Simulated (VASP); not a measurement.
A run of VASP 6.6.1:

INCAR

```
SYSTEM = Ta2N
PREC = Accurate
ENCUT = 520
EDIFF = 1E-6
ISMEAR = 0
SIGMA = 0.15
LREAL = .FALSE.
LASPH = .TRUE.
NELM = 100
ALGO = Normal
ISIF = 2
LWAVE = .FALSE.
LCHARG = .FALSE.
GGA = CA
NBANDS = 20
```

File KPOINTS:

```
Automatic mesh
0
G
  15 15 8
  0 0 0
```

The input POSCAR:

```
Ta2N
1.0
    3.0618406011     -0.2143288420      0.0000000000
   -1.7165345226      2.7587961639      0.0000000000
    0.0000000000      0.0000000000      4.5636021781
Ta N
2 1
Direct
    0.6666666667      0.3333333333      0.7466885012
    0.3333333333      0.6666666667      0.2533114988
    0.0000000000      0.0000000000      0.0000000000
```

Potentials or basis: VASP PAW LDA potentials, release 64 (Ta_pv, N).

Run with:

```bash
$ cat potpaw_LDA.64/Ta_pv/POTCAR potpaw_LDA.64/N/POTCAR > POTCAR
$ mpirun -np 1 vasp_std > vasp.out
```

Hardware: 1 thread of AMD EPYC 7R13, on a shared host.

Estimate the wall time of this run.

It took 21 min on 1 thread of AMD EPYC 7R13 (shared host), peak memory 0.6 GiB. Counts: scf iterations 13, k points 901.
